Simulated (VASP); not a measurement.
Write the native input for VASP 6.6.1 that does the following.

| Quantity | Value |
| --- | --- |
| Task | single point |
| Functional | PBE |
| Potentials or basis | VASP PAW PBE potentials, release 64 (Ca_sv) |
| Cutoff | 520 eV |
| k mesh | 6 × 6 × 6 |
| Occupations | gaussian, width 0.1 eV |
| Spin | no spin polarisation |
| Dipole correction | no |
| Further INCAR settings | ALGO = Normal; EDIFF = 1e-06; NBANDS = 11 |

The structure of Ca lies in POSCAR:

```
Ca
1.0
    0.0226090000      2.8095600000      2.7447680000
    2.7524950000      0.0396230000      2.7277540000
    2.8498400000      2.8898890000     -0.0577210000
Ca
1
Direct
   -0.0007270000      0.0032390000     -0.0010580000
```

These files were run (other wordings do the same):

INCAR

```
ALGO = Normal
EDIFF = 1E-6
ENCUT = 520
GGA = PE
ISIF = 2
ISMEAR = 0
LASPH = T
LCHARG = F
LREAL = F
LWAVE = F
NBANDS = 11
NELM = 100
PREC = Accurate
SIGMA = 0.1
```

KPOINTS

```
k-points
0
Gamma
  6 6 6
```

Potentials or basis: VASP PAW PBE potentials, release 64 (Ca_sv).

Run with:

```console
$ cat potpaw_PBE.64/Ca_sv/POTCAR > POTCAR
$ mpirun -np 1 vasp_std > vasp.out
```

It gave:

- Pressure: -0.6 GPa
- Band gap on the k mesh: zero (bands 5 and 6 overlap by 0.42 eV)

Run time: 67 s on 1 thread of Intel Xeon 8259CL (shared host), peak memory 0.2 GiB.
